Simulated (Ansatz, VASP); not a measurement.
# Two plane-wave programs on Cu

```
Cu
1.0
     0.00000    1.82500    1.82500
     1.82500    0.00000    1.82500
     1.82500    1.82500    0.00000
Cu
1
Direct
  0.00000 0.00000 0.00000
```

Alike in both runs: task relaxation of cell and atoms; functional PBEsol; k mesh 10 × 10 × 10; occupations gaussian, width 0.1 eV; no spin polarisation.

```csv
,VASP,Ansatz
version,VASP 6.6.1,Ansatz 0.2.0
potentials or method,"VASP PAW PBE potentials, release 64 (Cu), cutoff 600 eV","scalar-relativistic, plane waves, PAW"
valence electrons in the cell,11,19
```

|  | VASP | Ansatz | Ansatz less VASP |
| --- | --- | --- | --- |
| gap on the k mesh at the Fermi level, each at its own relaxed structure (eV) | none | none | - |
| relaxed volume (Å³/atom) | 11.37 | 11.31 | -0.054 |
| relaxed cell length with the largest relative difference (Å) | 2.524 | 2.520 | -0.0040 |

VASP's potentials were made for PBE, not for PBEsol, and Ansatz warns of the same on its side. A gap of «none» marks a metal or a gap that the smearing closes. VASP's potentials hold 11 valence electrons a cell and Ansatz's 19, so a difference there can come from the potentials and not from the codes.
